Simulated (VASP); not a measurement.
## Si2Ni: single point with PBE

Crystal: Si2Ni.

```
Si Ni
1.0
     0.00000    3.50289    3.50289
     3.50289    0.00000    3.50289
     3.50289    3.50289    0.00000
Si Ni
4 2
Direct
  0.62500 0.62500 0.62500
  0.62500 0.62500 0.12500
  0.62500 0.12500 0.62500
  0.12500 0.62500 0.62500
  0.75000 0.75000 0.75000
  0.50000 0.50000 0.50000
```

| Quantity | Value |
| --- | --- |
| Program | VASP 6.6.1 |
| Task | single point |
| Functional | PBE |
| Potentials or basis | VASP PAW PBE potentials, release 64 (Si, Ni_sv_GW) |
| Cutoff | 590 eV |
| k mesh | 4 × 4 × 4 |
| Occupations | gaussian, width 0.1 eV |
| Spin | collinear spin, ferromagnetic start |
| Starting moments | [0.0, 0.0, 0.0, 0.0, 2.0, 2.0] μB |
| Dipole correction | no |
| Second run | valence_matched |
| Further INCAR settings | ALGO = Normal; EDIFF = 1e-06; NBANDS = 39 |

- Pressure: 263.6 GPa
- Band gap on the k mesh: 0.24 eV, indirect (least direct gap 1.45 eV)
- Net moment: 0.00 μB per cell
- Valence electrons inside the program's atomic spheres: Si 2.33; Ni 18.81

Levels at points of the mesh, in eV from the valence-band top:
Spin up:
```
           k point  band 23  band 24  band 25  band 26  band 27  band 28  band 29  band 30
(0.00, 0.00, 0.00)    -5.57    -4.58    -4.58    -4.58     0.84     0.84     2.01     3.07
(0.50, 0.00, 0.00)    -5.72    -3.33    -3.33     0.00     1.45     1.45     2.01     3.06
(0.50, 0.50, 0.00)    -4.30    -4.30    -0.88    -0.88     2.42     2.42     2.51     2.51
```
Spin down:
| k point | band 24 | band 25 | band 26 | band 27 | band 28 | band 29 |
| --- | --- | --- | --- | --- | --- | --- |
| (0.00, 0.00, 0.00) | -4.58 | -4.58 | -4.58 | 0.84 | 0.84 | 2.01 |
| (0.50, 0.00, 0.00) | -3.33 | -3.33 | 0.00 | 1.45 | 1.45 | 2.01 |
| (0.50, 0.50, 0.00) | -4.30 | -0.88 | -0.88 | 2.42 | 2.42 | 2.51 |

Run time: 82 s on 1 thread of AMD EPYC 9R45 96-Core Processor (Zen 5) (shared host), peak memory 0.27 GiB.

Caveat: the starting moments collapsed, and a magnetic state may lie lower. A k mesh can miss the band edges.
